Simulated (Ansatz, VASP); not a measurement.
**One calculation of Si4Mo3, two programs**

```xyz
7
Lattice="0.0000 3.8045 3.8045 3.8045 0.0000 3.8045 3.8045 3.8045 0.0000" Properties=species:S:1:pos:R:3 pbc="T T T"
Si    4.4797    4.4797    4.4797
Si    3.1293    3.1293    4.4797
Si    3.1293    4.4797    3.1293
Si    4.4797    3.1293    3.1293
Mo    5.7067    5.7067    5.7067
Mo    0.0000    0.0000    0.0000
Mo    1.9022    1.9022    1.9022
```

Alike in both runs: task relaxation of cell and atoms; functional PBE; k mesh 4 × 4 × 4; occupations gaussian, width 0.2 eV; no spin polarisation.

|  | VASP | Ansatz |
| --- | --- | --- |
| version | VASP 6.6.1 | Ansatz 0.2.0 |
| potentials or method | VASP PAW PBE potentials, release 64 (Si, Mo_sv), cutoff 500 eV | scalar-relativistic, plane waves, PAW |
| valence electrons in the cell | 58 | 58 |

Ansatz gave:

| Quantity | Value |
| --- | --- |
| gap on the k mesh at the Fermi level, each at its own relaxed structure (eV) | none |
| relaxed volume (Å³/atom) | 20.17 |
| relaxed cell length with the largest relative difference (Å) | 5.845 |

Task: Estimate VASP's values.

Result: gap on the k mesh at the Fermi level, each at its own relaxed structure (eV): none; relaxed volume (Å³/atom): 20.08; relaxed cell length with the largest relative difference (Å): 5.836.

A gap of «none» marks a metal or a gap that the smearing closes.

Noted on VASP's run: the volume moved by over 15 % at a fixed basis, so the end points are rough.
